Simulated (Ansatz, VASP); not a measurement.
## One calculation of Si2B, two programs

INCAR

```
ALGO     = Normal         # electronic algorithm
EDIFF    = 1E-6           # SCF threshold, eV
EDIFFG   = -0.04          # ionic threshold
ENCUT    = 600            # plane-wave cutoff, eV
GGA      = PE             # functional
IBRION   = 2              # ionic algorithm
ISIF     = 3              # what is computed and relaxed
ISMEAR   = 0              # smearing method
LASPH    = True           # aspherical terms in the spheres
LCHARG   = False          # write CHGCAR
LREAL    = False          # projectors in reciprocal space
LWAVE    = False          # write WAVECAR
NELM     = 100            # most SCF steps
NSW      = 90             # ionic steps
PREC     = Accurate       # precision mode
SIGMA    = 0.1            # smearing width, eV
```

KPOINTS

```
k-points
0
Gamma
  4 4 6
```

Contents of POSCAR:

```
Si2B
1.0
    4.1444332550      0.0000000000      0.0000000000
    0.0000000000      5.0582488041      0.0000000000
    0.0000000000      0.0000000000      3.1576989548
Si B
4 2
Direct
    0.2004000000      0.3787000000      0.0000000000
    0.7996000000      0.6213000000      0.0000000000
    0.7004000000      0.1213000000      0.5000000000
    0.2996000000      0.8787000000      0.5000000000
    0.0000000000      0.0000000000      0.0000000000
    0.5000000000      0.5000000000      0.5000000000
```

Input for Ansatz:

```yaml
crystal:
  lattice:
    - [4.144433255, 0.0, 0.0]
    - [0.0, 5.0582488041, 0.0]
    - [0.0, 0.0, 3.1576989548]
  atoms:
    - { symbol: Si, position: [0.2004, 0.3787, 0.0] }
    - { symbol: Si, position: [0.7996, 0.6213, 0.0] }
    - { symbol: Si, position: [0.7004, 0.1213, 0.5] }
    - { symbol: Si, position: [0.2996, 0.8787, 0.5] }
    - { symbol: B, position: [0.0, 0.0, 0.0] }
    - { symbol: B, position: [0.5, 0.5, 0.5] }
basis:
  ecutwfc: 420
kpoints:
  mp_grid: { grid: [4, 4, 6] }
hamiltonian:
  xc: pbe
scf:
  occupations: { method: gaussian, width: 0.1 }
  lower_state_search: "off"
output:
  forces: true
  stress: true
  eigenvalues: true
relax:
  adjacent_minimum: "off"
  f_tol: 0.04
  max_steps: 70
  cell: { stress_tol: 0.4 }
```

Alike in both runs: task relaxation of cell and atoms; functional PBE; k mesh 4 × 4 × 6; occupations gaussian, width 0.1 eV; no spin polarisation.

```csv
,VASP,Ansatz
version,VASP 6.6.1,Ansatz 0.2.0
potentials or method,"VASP PAW PBE potentials, release 64 (Si, B), cutoff 600 eV","scalar-relativistic, plane waves, PAW"
valence electrons in the cell,22,22
```

```tsv
	VASP	Ansatz	Ansatz less VASP
gap on the k mesh at the Fermi level, each at its own relaxed structure (eV)	none	none	-
relaxed volume (Å³/atom)	12.33	12.31	-0.015
relaxed length of the cell vector where the two differ most in proportion (Å)	4.417	4.412	-0.0048
```

A gap of «none» marks a metal or a gap that the smearing closes.

The k mesh is coarse, so the values compare programs but aren't converged.
